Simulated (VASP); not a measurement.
# LuH2 (R-3m) in VASP: notebook

Runs on LuH2. Level: LDA. Tasks: single point.

Everything below comes from runs of VASP 6.6.1. Logs are shortened: lines on timing, memory, paths and dates and some standing lists are left out, and cuts for length are marked.

### Step 1. The cell of the first run

The structure is trigonal, space group R-3m (No. 166). Conventional cell: a = 3.594 Å, b = 3.594 Å, c = 8.543 Å, α = 90.00°, β = 90.00°, γ = 120.00°. Lu (site symmetry -3m) has 8 H at 2.14 to 2.19 Å within 2.8 Å. H (site symmetry 3m) has 4 Lu at 2.14 to 2.19 Å and 6 H at 2.52 Å within 2.8 Å.

### Step 2. Single point, LDA (equal xy, yz and zx shear strains of -2 %)

The input, INCAR:

```
  PREC = Accurate
  ENCUT = 520
  EDIFF = 1E-7
  ISMEAR = -1
  SIGMA = 0.02
  LREAL = False
  LASPH = True
  NELM = 80
  ALGO = Normal
  ISIF = 2
  LWAVE = False
  LCHARG = False
  GGA = CA
  NBANDS = 20
```

The input, KPOINTS:

```
regular mesh
0
Gamma
  8 8 8
```

The input, POSCAR:

```
LuH2
1.0
   -0.0503300000      2.4913350000      2.4913350000
    2.4913350000     -0.0503300000      2.4913350000
    2.4913350000      2.4913350000     -0.0503300000
Lu H
1 2
Direct
    0.0000000000      0.0000000000      0.0000000000
    0.2500000000      0.2500000000      0.2500000000
    0.7500000000      0.7500000000      0.7500000000
```

Potentials or basis: VASP PAW PBE potentials, release 64 (Lu, H).

Started as:

```sh
$ cat potpaw_PBE.64/Lu/POTCAR potpaw_PBE.64/H/POTCAR > POTCAR
$ mpirun -np 1 vasp_std > vasp.out
```

OUTCAR:

```text
PREC = Accurate
   ENCUT = 520
   EDIFF = 1E-7
   ISMEAR = -1
   LREAL = False
   LASPH = True
   NELM = 80
   ISIF = 2
   GGA = CA

 ion  position               nearest neighbor table
   1  0.000  0.000  0.000-   2 2.14   3 2.14   3 2.19   3 2.19   3 2.19   2 2.19   2 2.19   2 2.19

   2  0.250  0.250  0.250-   1 2.14   1 2.19   1 2.19   1 2.19
   3  0.750  0.750  0.750-   1 2.14   1 2.19   1 2.19   1 2.19

  LATTYP: Found a trigonal (rhomboedric) cell.
 ALAT       =     3.5236392087
 COS(alpha) =     0.4797000918

  Lattice vectors:

 A1 = (  -0.0503300000,   2.4913350000,   2.4913350000)
 A2 = (   2.4913350000,  -0.0503300000,   2.4913350000)
 A3 = (   2.4913350000,   2.4913350000,  -0.0503300000)

Analysis of symmetry for initial positions (statically):
=====================================================================
 Subroutine PRICEL returns:
 Original cell was already a primitive cell.

 Routine SETGRP: Setting up the symmetry group for a
 trigonal (rhombohedral) supercell.

 Subroutine GETGRP returns: Found 12 space group operations
 (whereof 12 operations were pure point group operations)
 out of a pool of 12 trial point group operations.

The static configuration has the point symmetry D_3d.

Analysis of symmetry for dynamics (positions and initial velocities):
=====================================================================
 Subroutine PRICEL returns:
 Original cell was already a primitive cell.

 Routine SETGRP: Setting up the symmetry group for a
 trigonal (rhombohedral) supercell.

 Subroutine GETGRP returns: Found 12 space group operations
 (whereof 12 operations were pure point group operations)
 out of a pool of 12 trial point group operations.

The dynamic configuration has the point symmetry D_3d.

 Subroutine INISYM returns: Found 12 space group operations
 (whereof 12 operations are pure point group operations),
 and found     1 'primitive' translations

----------------------------------------------------------------------------------------

                                     Primitive cell

  volume of cell :      31.8632

  direct lattice vectors                    reciprocal lattice vectors
    -0.050330000  2.491335000  2.491335000    -0.194714079  0.198728802  0.198728802
[... 83 lines left out ...]
   LNONCOLLINEAR =      F non collinear calculations
   LSORBIT =      F    spin-orbit coupling
   LASPH  =      T    aspherical Exc in radial PAW
   ENCUT  =  520.0 eV  38.22 Ry    6.18 a.u.   6.55  6.55  6.55*2*pi/ulx,y,z
   NELM   =     80;   NELMIN=  2; NELMDL= -5     # of ELM steps
   EDIFF  = 0.1E-06   stopping-criterion for ELM
   LREAL  =      F    real-space projection
   EDIFFG = 0.1E-05   stopping-criterion for IOM
   NSW    =      0    number of steps for IOM
   IBRION =     -1    ionic relax: 0-MD 1-quasi-New 2-CG
   NFREE  =      0    steps in history (QN), initial steepest desc. (CG)
   ISIF   =      2    stress and relaxation
   ISYM   =      2    0-nonsym 1-usesym 2-fastsym
   POTIM  = 0.5000    time-step for ionic-motion
   TEBEG  =    0.0;   TEEND  =   0.0 temperature during run
   PSTRESS=    0.0 pullay stress
   NELECT =      27.0000    total number of electrons
   NUPDOWN=      -1.0000    fix difference up-down
   EMIN   =  10.00;   EMAX   =-10.00  energy-range for DOS
   EFERMI =   0.00;   METHOD = LEGACY
   ISMEAR =    -1;   SIGMA  =   0.02  broadening in eV -4-tet -1-fermi 0-gaus
   EFERMI_NEDOS =   21; number of points for ismear=-14 and -15
   IALGO  =     38    algorithm
   IMIX   =      4    mixing-type and parameters
     AMIX     =   0.40;   BMIX     =  1.00
     AMIX_MAG =   1.60;   BMIX_MAG =  1.00
  volume/ion in A,a.u.               =      10.62        71.67
  Fermi-wavevector in a.u.,A,eV,Ry     =   1.549172  2.927510 32.653069  2.399933
  Thomas-Fermi vector in A             =   2.654017
   LORBIT       =      0    0 simple, 1 ext, 2 COOP (PROOUT), +10 PAW based schemes
   GGA     = CA    functional components
   LHFCALC =     F    Hartree Fock is set to
   AEXX    =    0.0000 exact exchange contribution
   IVDW    =     0    specifies the selected vdW correction
   LEPSILON=     F    determine dielectric tensor
   LRPA    =     F    only Hartree local field effects (RPA)
 non-spin polarized calculation
  energy-cutoff  :      520.00
  volume of cell :       31.86
 maximum number of plane-waves:       887
 NGX is ok and might be reduce to    28
   NGX = 13   NGY = 13   NGZ = 13

 number of electron      27.0000004 magnetization

 Free energy of the ion-electron system (eV)
  ---------------------------------------------------
  ext. energy  EPLUGINS =         0.00000000
  ---------------------------------------------------
  free energy    TOTEN  =       -14.00689139 eV

  energy without entropy =      -14.00391634  energy(sigma->0) =      -14.00540386

 E-fermi :   2.4071     XC(G=0): -11.3861

 val. band max:        2.4045392583   @ k =   0.3750   0.2500  -0.0000
 cond. band min:       2.4082714270   @ k =  -0.1250   0.3750   0.1250
 fundamental gap:      0.0037321687
 Fermi energy:         2.4071393197

 k-point     1 :       0.0000    0.0000    0.0000
  band No.  band energies     occupation
      1     -53.4906      2.00000
      2     -24.2088      2.00000
      3     -24.2088      2.00000
      4     -24.1770      2.00000
      5      -6.8477      2.00000
      6      -2.9073      2.00000
[... 541 lines left out ...]
     19      10.9167      0.00000
     20      11.3515      0.00000

 [... further k-points ...]

------------------------ aborting loop because EDIFF is reached ----------------------------------------

  FORCE on cell =-STRESS in cart. coord.  units (eV):
  Direction    XX          YY          ZZ          XY          YZ          ZX
  --------------------------------------------------------------------------------------
  -------------------------------------------------------------------------------------
  Total       -1.2138543     -1.2138543     -1.2138543      0.3870124      0.3870124      0.3870124
  in kB      -61.0362027    -61.0362027    -61.0362027     19.4601364     19.4601364     19.4601364
  external PRESSURE =     -61.0362027 kB  Pullay stress =       0.0000000 kB

 VOLUME and BASIS-vectors are now :
 -----------------------------------------------------------------------------
  energy-cutoff  :      520.00
  volume of cell :       31.86
      direct lattice vectors                 reciprocal lattice vectors
    -0.050330000  2.491335000  2.491335000    -0.194714079  0.198728802  0.198728802
     2.491335000 -0.050330000  2.491335000     0.198728802 -0.194714079  0.198728802
     2.491335000  2.491335000 -0.050330000     0.198728802  0.198728802 -0.194714079

 POSITION                                       TOTAL-FORCE (eV/Angst)
 -----------------------------------------------------------------------------------
      0.00000      0.00000      0.00000        -0.000000     -0.000000     -0.000000
      1.23308      1.23308      1.23308         0.072716      0.072716      0.072716
      3.69925      3.69925      3.69925        -0.072716     -0.072716     -0.072716
 -----------------------------------------------------------------------------------
    total drift:                               -0.000000     -0.000000     -0.000000

  FREE ENERGIE OF THE ION-ELECTRON SYSTEM (eV)
  ---------------------------------------------------
  free  energy   TOTEN  =       -14.0068913888 eV

  energy  without entropy=      -14.0039163369  energy(sigma->0) =      -14.00540386
```

stdout:

```text
POSCAR found type information on POSCAR LuH
 POSCAR found :  2 types and       3 ions
 scaLAPACK will be used
 -----------------------------------------------------------------------------
|                                                                             |
|                                                                             |
|     You enforced a specific xc type in the INCAR file but a different       |
|     I HOPE YOU KNOW WHAT YOU ARE DOING!                                     |
|                                                                             |
 -----------------------------------------------------------------------------

 LDA part: xc-table for (Slater(with rela. corr.)+CA(PZ))
 , standard interpolation
 POSCAR, INCAR and KPOINTS ok, starting setup
 FFT: planning ... GRIDC
 FFT: planning ... GRID_SOFT
 FFT: planning ... GRID
 WAVECAR not read
 entering main loop
```

Run time: 65 s. Hardware: 1 thread of Intel Xeon Platinum 8259CL at 2.50GHz (Skylake/Cascade Lake), shared host; peak memory 0.18 GiB.

Results:

| Quantity | Value |
| --- | --- |
| Free energy | -14.0069 eV |
| Pressure | -6.1 GPa |
| Largest force | 0.126 eV/Å |
| Band gap on the k mesh | zero (an odd number of electrons rules out a gap without spin polarisation) |

Forces on the atoms (eV/Å):
```
Lu   0.000  0.000  0.000
H    0.073  0.073  0.073
H   -0.073 -0.073 -0.073
```

Stress tensor (GPa, compression positive):
```
-6.10  1.95  1.95
 1.95 -6.10  1.95
 1.95  1.95 -6.10
```

Caveat: the cell differs from its parent crystal (equal xy, yz and zx shear strains of -2 %); the cell stands under tension; the PAW data sets were made with another functional, which shifts forces and pressure a little; spin-orbit coupling is left out, which moves the levels of the heavy elements.

### Step 3. Single point, LDA (equal xy, yz and zx shear strains of -1 %)

The input, INCAR:

```
SYSTEM = LuH2
ALGO = Normal ; EDIFF = 1E-6
ENCUT = 520 ; GGA = CA
ISIF = 2 ; ISMEAR = -1
LASPH = .True. ; LCHARG = .False.
LREAL = .False. ; LWAVE = .False.
NBANDS = 20 ; NELM = 60
PREC = Accurate ; SIGMA = 0.02
```

The input, KPOINTS:

```
k-points
0
Gamma
  8 8 8
  0 0 0
```

The input, POSCAR:

```
LuH2
1.0
   -0.0251650000      2.5039175000      2.5039175000
    2.5039175000     -0.0251650000      2.5039175000
    2.5039175000      2.5039175000     -0.0251650000
Lu H
1 2
Direct
    0.0000000000      0.0000000000      0.0000000000
    0.2500000000      0.2500000000      0.2500000000
    0.7500000000      0.7500000000      0.7500000000
```

Potentials or basis: VASP PAW PBE potentials, release 64 (Lu, H).

Started as:

```sh
$ cat potpaw_PBE.64/Lu/POTCAR potpaw_PBE.64/H/POTCAR > POTCAR
$ mpirun -np 1 vasp_std > vasp.out
```

It took 72 s on 1 thread of Intel Xeon Platinum 8259CL at 2.50GHz (Skylake/Cascade Lake), shared host; peak memory 0.18 GiB.

It converged, with:

```yaml
Free_energy: -14.0152 eV
Pressure: -6.2 GPa
Largest_force: 0.060 eV/Å
Band_gap_on_the_k_mesh: zero (an odd number of electrons rules out a gap without spin polarisation)
```

Forces on the atoms (eV/Å):
```
Lu   0.000  0.000  0.000
H    0.035  0.035  0.035
H   -0.035 -0.035 -0.035
```

Stress tensor (GPa, compression positive):
```
-6.24  0.94  0.94
 0.94 -6.24  0.94
 0.94  0.94 -6.24
```

Levels at points of the mesh, in eV from the Fermi level:
| k point | band 10 | band 11 | band 12 | band 13 | band 14 | band 15 | band 16 | band 17 |
| --- | --- | --- | --- | --- | --- | --- | --- | --- |
| (0.00, 0.00, 0.00) | -4.96 | -4.95 | -4.95 | -0.39 | 1.20 | 1.20 | 1.37 | 4.06 |
| (0.50, 0.00, 0.00) | -4.97 | -4.97 | -4.95 | -3.84 | 1.27 | 1.44 | 5.01 | 5.49 |
| (0.50, 0.50, 0.00) | -4.99 | -4.98 | -4.98 | -3.90 | -2.37 | 5.74 | 5.84 | 5.91 |
| (0.50, 0.50, 0.50) | -4.97 | -4.97 | -4.95 | -3.77 | 1.30 | 1.30 | 4.93 | 5.62 |

Caveat: the cell differs from its parent crystal (equal xy, yz and zx shear strains of -1 %); the cell stands under tension; the PAW data sets were made with another functional, which shifts forces and pressure a little; spin-orbit coupling is left out, which moves the levels of the heavy elements.

### Step 4. Single point, LDA (equal xy, yz and zx shear strains of +1 %)

The input, INCAR:

```
SYSTEM = LuH2
ALGO = Normal
EDIFF = 1E-6
ENCUT = 520
GGA = CA
ISIF = 2
ISMEAR = -1
LASPH = .TRUE.
LCHARG = .FALSE.
LREAL = .FALSE.
LWAVE = .FALSE.
NBANDS = 20
NELM = 100
PREC = Accurate
SIGMA = 0.02
```

The input, KPOINTS:

```
k-points
0
G
  8 8 8
  0 0 0
```

The input, POSCAR:

```
LuH2
1.0
    0.0251650000      2.5290825000      2.5290825000
    2.5290825000      0.0251650000      2.5290825000
    2.5290825000      2.5290825000      0.0251650000
Lu H
1 2
Direct
    0.0000000000      0.0000000000      0.0000000000
    0.2500000000      0.2500000000      0.2500000000
    0.7500000000      0.7500000000      0.7500000000
```

Started as:

```sh
$ cat potpaw_PBE.64/Lu/POTCAR potpaw_PBE.64/H/POTCAR > POTCAR
$ mpirun -np 1 vasp_std > vasp.out
```

Run time: 63 s. Hardware: 1 thread of Intel Xeon Platinum 8259CL at 2.50GHz (Skylake/Cascade Lake), shared host; peak memory 0.18 GiB.

It converged, with:

| Quantity | Value |
| --- | --- |
| Free energy | -14.0154 eV |
| Pressure | -6.2 GPa |
| Largest force | 0.054 eV/Å |
| Band gap on the k mesh | zero (an odd number of electrons rules out a gap without spin polarisation) |

Forces on the atoms (eV/Å):
```
Lu   0.000  0.000  0.000
H   -0.031 -0.031 -0.031
H    0.031  0.031  0.031
```

Stress tensor (GPa, compression positive):
```
-6.23 -0.89 -0.89
-0.89 -6.23 -0.89
-0.89 -0.89 -6.23
```

Levels at points of the mesh, in eV from the Fermi level:
```
           k point  band 10  band 11  band 12  band 13  band 14  band 15  band 16  band 17
(0.00, 0.00, 0.00)    -4.96    -4.96    -4.95    -0.39     1.15     1.32     1.32     4.06
(0.50, 0.00, 0.00)    -4.97    -4.97    -4.95    -3.81     1.24     1.41     4.97     5.49
(0.50, 0.50, 0.00)    -4.99    -4.98    -4.98    -3.90    -2.37     5.73     5.86     5.89
(0.50, 0.50, 0.50)    -4.97    -4.97    -4.95    -3.88     1.38     1.38     5.05     5.54
```

Caveat: the cell differs from its parent crystal (equal xy, yz and zx shear strains of +1 %); the cell stands under tension; the PAW data sets were made with another functional, which shifts forces and pressure a little; spin-orbit coupling is left out, which moves the levels of the heavy elements.

### Step 5. Single point, LDA (equal xy, yz and zx shear strains of +2 %)

INCAR: that of step 4 with these lines changed.

```diff
@@ -2,3 +2,3 @@
 ALGO = Normal
-EDIFF = 1E-6
+EDIFF = 1E-7
 ENCUT = 520
```

KPOINTS is that of step 4.

The input, POSCAR:

```
LuH2
1.0
    0.0503300000      2.5416650000      2.5416650000
    2.5416650000      0.0503300000      2.5416650000
    2.5416650000      2.5416650000      0.0503300000
Lu H
1 2
Direct
    0.0000000000      0.0000000000      0.0000000000
    0.2500000000      0.2500000000      0.2500000000
    0.7500000000      0.7500000000      0.7500000000
```

Started as:

```sh
$ cat potpaw_PBE.64/Lu/POTCAR potpaw_PBE.64/H/POTCAR > POTCAR
$ mpirun -np 1 vasp_std > vasp.out
```

Wall time 77 s (1 thread of Intel Xeon Platinum 8259CL at 2.50GHz (Skylake/Cascade Lake), shared host); peak memory 0.18 GiB.

Results (log left out):

| Quantity | Value |
| --- | --- |
| Free energy | -14.0079 eV |
| Pressure | -6.1 GPa |
| Largest force | 0.103 eV/Å |
| Band gap on the k mesh | zero (an odd number of electrons rules out a gap without spin polarisation) |

Forces on the atoms (eV/Å):
```
Lu   0.000  0.000  0.000
H   -0.060 -0.060 -0.060
H    0.060  0.060  0.060
```

Stress tensor (GPa, compression positive):
```
-6.10 -1.73 -1.73
-1.73 -6.10 -1.73
-1.73 -1.73 -6.10
```

Levels at points of the mesh, in eV from the Fermi level:
| k point | band 10 | band 11 | band 12 | band 13 | band 14 | band 15 | band 16 | band 17 |
| --- | --- | --- | --- | --- | --- | --- | --- | --- |
| (0.00, 0.00, 0.00) | -4.95 | -4.95 | -4.94 | -0.39 | 1.04 | 1.37 | 1.37 | 4.07 |
| (0.50, 0.00, 0.00) | -4.97 | -4.96 | -4.95 | -3.78 | 1.15 | 1.49 | 4.96 | 5.37 |
| (0.50, 0.50, 0.00) | -4.99 | -4.97 | -4.97 | -3.89 | -2.36 | 5.67 | 5.85 | 5.96 |
| (0.50, 0.50, 0.50) | -4.97 | -4.97 | -4.94 | -3.93 | 1.42 | 1.42 | 5.12 | 5.51 |

Caveat: the cell differs from its parent crystal (equal xy, yz and zx shear strains of +2 %); the cell stands under tension; the PAW data sets were made with another functional, which shifts forces and pressure a little; spin-orbit coupling is left out, which moves the levels of the heavy elements.

### Step 6. The runs side by side

```tsv
cell	gap on the mesh (eV)	pressure (GPa)	largest force (eV/Å)
a = 3.524 Å, angles 61.3°, 3 atoms	none	-6.1	0.13
a = 3.541 Å, angles 60.7°, 3 atoms	none	-6.2	0.06
a = 3.577 Å, angles 59.3°, 3 atoms	none	-6.2	0.05
a = 3.595 Å, angles 58.7°, 3 atoms	none	-6.1	0.10
```

Alike in all rows: task single point; level LDA; potentials or basis VASP PAW PBE potentials, release 64 (Lu, H); no spin polarisation; k mesh 8 × 8 × 8; cutoff (eV) 520; smearing fermi-dirac 0.02 eV.

Caveats: the cell stands under tension; the PAW data sets were made with another functional, which shifts forces and pressure a little; spin-orbit coupling is left out, which moves the levels of the heavy elements.

Absolute energies hang on the potentials; compare differences alone.
